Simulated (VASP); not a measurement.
# GaP (F-43m) in VASP: a series of runs, part 2 of 2

VASP 6.6.1. The steps go on from the part before.

**3. Single point, PBEsol**

This run uses another cell than the first one, of 20.24 Å³/atom, 1.020 times its volume.

File INCAR:

```
SYSTEM = GaP
PREC     = Accurate       ! precision mode
ENCUT    = 520            ! plane-wave cutoff, eV
EDIFF    = 1E-7           ! SCF threshold, eV
ISMEAR   = -1             ! smearing method
SIGMA    = 0.05           ! smearing width, eV
LREAL    = .False.        ! projectors in reciprocal space
LASPH    = .True.         ! aspherical terms in the spheres
NELM     = 60             ! most SCF steps
ALGO     = Normal         ! electronic algorithm
ISIF     = 2              ! what is computed and relaxed
LWAVE    = .False.        ! write WAVECAR
LCHARG   = .True.         ! write CHGCAR
GGA      = PS             ! functional
LELF     = .True.         ! ELF
LVHAR    = .True.       
NBANDS   = 16             ! bands
```

File KPOINTS:

```
regular mesh
0
Gamma
  8 8 8
  0 0 0
```

File POSCAR:

```
GaP
1.0
    0.0000000000      2.7252500000      2.7252500000
    2.7252500000      0.0000000000      2.7252500000
    2.7252500000      2.7252500000      0.0000000000
Ga P
1 1
Direct
    0.0000000000      0.0000000000      0.0000000000
    0.7500000000      0.7500000000      0.7500000000
```

Potentials or basis: VASP PAW PBE potentials, release 64 (Ga_d, P).

On the command line:

```console
> cat potpaw_PBE.64/Ga_d/POTCAR potpaw_PBE.64/P/POTCAR > POTCAR
> mpirun -np 1 vasp_std > vasp.out
```

OUTCAR:

```text
SYSTEM = GaP
   PREC = Accurate
   ENCUT = 520
   EDIFF = 1E-7
   ISMEAR = -1
   LREAL = .False.
   LASPH = .True.
   NELM = 60
   ISIF = 2
   GGA = PS

 ion  position               nearest neighbor table
   1  0.000  0.000  0.000-   2 2.36   2 2.36   2 2.36   2 2.36
   2  0.750  0.750  0.750-   1 2.36   1 2.36   1 2.36   1 2.36

  LATTYP: Found a face centered cubic cell.
 ALAT       =     5.4505000000

  Lattice vectors:

 A1 = (   0.0000000000,   2.7252500000,   2.7252500000)
[... 625 lines left out ...]
      3      -9.9288      2.00000
      4      -9.8768      2.00000
      5      -9.8641      2.00000
      6      -5.4544      2.00000
[... 8 lines left out ...]
     15      16.4685      0.00000
     16      17.0070      0.00000

 [... further k-points ...]
[... 5 lines left out ...]
  --------------------------------------------------------------------------------------
  -------------------------------------------------------------------------------------
  Total       -0.1539537     -0.1539537     -0.1539537      0.0000000      0.0000000      0.0000000
  in kB       -6.0932895     -6.0932895     -6.0932895      0.0000000      0.0000000      0.0000000
  external PRESSURE =      -6.0932895 kB  Pullay stress =       0.0000000 kB

 VOLUME and BASIS-vectors are now :
 -----------------------------------------------------------------------------
  energy-cutoff  :      520.00
  volume of cell :       40.48
      direct lattice vectors                 reciprocal lattice vectors
     0.000000000  2.725250000  2.725250000    -0.183469406  0.183469406  0.183469406
     2.725250000  0.000000000  2.725250000     0.183469406 -0.183469406  0.183469406
     2.725250000  2.725250000  0.000000000     0.183469406  0.183469406 -0.183469406

 POSITION                                       TOTAL-FORCE (eV/Angst)
 -----------------------------------------------------------------------------------
      0.00000      0.00000      0.00000        -0.000000     -0.000000     -0.000000
      4.08788      4.08788      4.08788         0.000000      0.000000      0.000000
 -----------------------------------------------------------------------------------
    total drift:                               -0.000000     -0.000000     -0.000000

  FREE ENERGIE OF THE ION-ELECTRON SYSTEM (eV)
  ---------------------------------------------------
  free  energy   TOTEN  =        -9.9205588772 eV

  energy  without entropy=       -9.9205588679  energy(sigma->0) =       -9.92055887
```

OSZICAR:

```text
N       E                     dE             d eps       ncg     rms          rms(c)
DAV:   1     0.793200160209E+02    0.79320E+02   -0.90393E+03   944   0.161E+03
DAV:   2    -0.408511634767E+01   -0.83405E+02   -0.79379E+02  1064   0.307E+02
DAV:   3    -0.101046863205E+02   -0.60196E+01   -0.59963E+01  1152   0.645E+01
DAV:   4    -0.102035060777E+02   -0.98820E-01   -0.98797E-01  1168   0.909E+00
DAV:   5    -0.102053454585E+02   -0.18394E-02   -0.18393E-02  1192   0.109E+00    0.412E+00
DAV:   6    -0.996126241213E+01    0.24408E+00   -0.35116E-01  1448   0.114E+01    0.261E+00
DAV:   7    -0.992315497969E+01    0.38107E-01   -0.80197E-02  1312   0.219E+00    0.982E-01
DAV:   8    -0.992035546065E+01    0.27995E-02   -0.11874E-02  1112   0.127E+00    0.174E-01
DAV:   9    -0.992050681858E+01   -0.15136E-03   -0.99585E-04  1352   0.428E-01    0.630E-02
DAV:  10    -0.992053194242E+01   -0.25124E-04   -0.60279E-05  1400   0.820E-02    0.277E-02
DAV:  11    -0.992055886177E+01   -0.26919E-04   -0.27745E-05  1072   0.531E-02    0.621E-03
DAV:  12    -0.992055875483E+01    0.10694E-06   -0.99136E-07  1184   0.107E-02    0.443E-03
DAV:  13    -0.992055888037E+01   -0.12554E-06   -0.35670E-07  1192   0.493E-03    0.143E-03
DAV:  14    -0.992055887718E+01    0.31869E-08   -0.65339E-09   648   0.775E-04
   1 F= -.99205589E+01 E0= -.99205589E+01  d E =-.932221E-08
```

It took 11 s on 1 thread of Intel Xeon 6975P-C (Granite Rapids), shared host; peak memory 0.17 GiB.

What came out:

```
Free energy            : -9.9206 eV
Pressure               : -0.6 GPa
Band gap on the k mesh : 1.52 eV, indirect (least direct gap 1.75 eV)
```

Levels at points of the mesh, in eV from the valence-band top:
| k point | band 5 | band 6 | band 7 | band 8 | band 9 | band 10 | band 11 | band 12 | band 13 | band 14 |
| --- | --- | --- | --- | --- | --- | --- | --- | --- | --- | --- |
| (0.00, 0.00, 0.00) | -14.44 | -12.52 | 0.00 | 0.00 | 0.00 | 1.75 | 3.83 | 3.83 | 3.83 | 8.57 |
| (0.50, 0.00, 0.00) | -14.43 | -10.43 | -6.70 | -1.13 | -1.13 | 1.59 | 4.65 | 4.65 | 8.09 | 10.74 |
| (0.50, 0.50, 0.00) | -14.42 | -9.52 | -6.81 | -2.71 | -2.71 | 1.52 | 1.72 | 10.55 | 10.55 | 11.08 |

Caveat: the PAW data sets were made with another functional, which shifts forces and pressure a little.

**4. Single point, PBEsol**

This run uses another cell than the first one, of 20.65 Å³/atom, 1.041 times its volume.

File INCAR:

```
SYSTEM = GaP
PREC = Accurate
ENCUT = 520
EDIFF = 1E-6
ISMEAR = -1
SIGMA = 0.05
LREAL = .False.
LASPH = .True.
NELM = 60
ALGO = Normal
ISIF = 2
LWAVE = .False.
LCHARG = .False.
GGA = PS
NBANDS = 16
```

KPOINTS is that of step 3.

File POSCAR:

```
GaP
1.0
    0.0000000000      2.7432985392      2.7432985392
    2.7432985392      0.0000000000      2.7432985392
    2.7432985392      2.7432985392      0.0000000000
Ga P
1 1
Direct
    0.0000000000      0.0000000000      0.0000000000
    0.7500000000      0.7500000000      0.7500000000
```

On the command line:

```console
> cat potpaw_PBE.64/Ga_d/POTCAR potpaw_PBE.64/P/POTCAR > POTCAR
> mpirun -np 1 vasp_std > vasp.out
```

Wall time 8.9 s (1 thread of Intel Xeon 6975P-C (Granite Rapids), shared host); peak memory 0.17 GiB.

It converged, with:

```yaml
Free_energy: -9.9136 eV
Pressure: -2.2 GPa
Band_gap_on_the_k_mesh: 1.53 eV, indirect (least direct gap 1.59 eV)
```

Levels at points of the mesh, in eV from the valence-band top:
| k point | band 6 | band 7 | band 8 | band 9 | band 10 | band 11 | band 12 | band 13 |
| --- | --- | --- | --- | --- | --- | --- | --- | --- |
| (0.00, 0.00, 0.00) | -12.38 | 0.00 | 0.00 | 0.00 | 1.59 | 3.83 | 3.83 | 3.83 |
| (0.50, 0.00, 0.00) | -10.35 | -6.58 | -1.10 | -1.10 | 1.53 | 4.66 | 4.66 | 8.05 |
| (0.50, 0.50, 0.00) | -9.47 | -6.72 | -2.64 | -2.64 | 1.56 | 1.73 | 10.40 | 10.40 |

Caveat: the PAW data sets were made with another functional, which shifts forces and pressure a little.

**5. The runs side by side**

```tsv
cell	gap on the mesh (eV)	pressure (GPa)
a = 3.828 Å, angles 60.0°, 2 atoms	1.47	1.1
a = 3.854 Å, angles 60.0°, 2 atoms	1.52	-0.6
a = 3.880 Å, angles 60.0°, 2 atoms	1.53	-2.2
```

Alike in all rows: task single point; level PBEsol; potentials or basis VASP PAW PBE potentials, release 64 (Ga_d, P); no spin polarisation; k mesh 8 × 8 × 8; cutoff (eV) 520; smearing fermi-dirac 0.05 eV.

Caveats: the PAW data sets were made with another functional, which shifts forces and pressure a little.

Absolute energies hang on the potentials; compare differences alone.

**6. How close it comes**

Step 2. A measured gap of GaP is 2.34 eV (indirect; 10 K; quoted in “Stacking defects in GaP nanowires: Electronic structure and optical properties”, 2018, arxiv:1810.01194); the calculated 1.47 eV misses it by -0.87 eV. Spin-orbit coupling on Ga is left out. The value is that of PBEsol on a finite k mesh, which can miss the band edges, without temperature or zero-point motion. Semilocal functionals fall short of measured gaps as a rule.

Step 3. A measured gap of GaP is 2.34 eV (indirect; 10 K; quoted in “Stacking defects in GaP nanowires: Electronic structure and optical properties”, 2018, arxiv:1810.01194); the calculated 1.52 eV misses it by -0.82 eV. Spin-orbit coupling on Ga is left out. The value is that of PBEsol on a finite k mesh, which can miss the band edges, without temperature or zero-point motion. Semilocal functionals fall short of measured gaps as a rule.

Step 4. A measured gap of GaP is 2.34 eV (indirect; 10 K; quoted in “Stacking defects in GaP nanowires: Electronic structure and optical properties”, 2018, arxiv:1810.01194); the calculated 1.53 eV misses it by -0.81 eV. Spin-orbit coupling on Ga is left out. The value is that of PBEsol on a finite k mesh, which can miss the band edges, without temperature or zero-point motion. Semilocal functionals fall short of measured gaps as a rule.
